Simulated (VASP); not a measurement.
Write the native input for VASP 6.6.1 that does the following.

```yaml
Task: single point
Functional: PBE
Dispersion: D3(BJ)
Potentials_or_basis: VASP PAW PBE potentials, release 64 (Li_sv)
Cutoff: 520 eV
k_mesh: 18 × 18 × 6
Occupations: gaussian, width 0.1 eV
Spin: no spin polarisation
Dipole_correction: no
Further_INCAR_settings: ALGO = Normal; EDIFF = 1e-06; NBANDS = 14
```

The structure of Li lies in POSCAR:

```
Li
1.0
    2.8587418405      0.0000000000      0.0000000000
   -1.4293709203      2.4757430567      0.0000000000
    0.0000000000      0.0000000000      9.3879925392
Li
4
Direct
    0.0000000000      0.0000000000      0.0000000000
    0.3333333333      0.6666666667      0.2500000000
    0.0000000000      0.0000000000      0.5000000000
    0.6666666667      0.3333333333      0.7500000000
```

This isn't the form of Li at room conditions, which is bcc.

One way to write it, as run:

INCAR

```
SYSTEM = Li
PREC = Accurate
ENCUT = 520
EDIFF = 1E-6
ISMEAR = 0
SIGMA = 0.1
LREAL = .FALSE.
LASPH = .TRUE.
NELM = 60
ALGO = Normal
ISIF = 2
LWAVE = .FALSE.
LCHARG = .FALSE.
GGA = PE
IVDW = 12
NBANDS = 14
```

KPOINTS

```
Automatic mesh
0
G
  18 18 6
  0 0 0
```

Potentials or basis: VASP PAW PBE potentials, release 64 (Li_sv).

Run with:

```sh
$ cat potpaw_PBE.64/Li_sv/POTCAR > POTCAR
$ mpirun -np 1 vasp_std > vasp.out
```

Results of the run:

- Band gap on the k mesh: zero (bands 6 and 7 overlap by 4.36 eV)
- Dispersion energy per atom: -0.207 eV

It took 3.1 min on 1 thread of Intel Xeon 8259CL (shared host), peak memory 0.25 GiB.
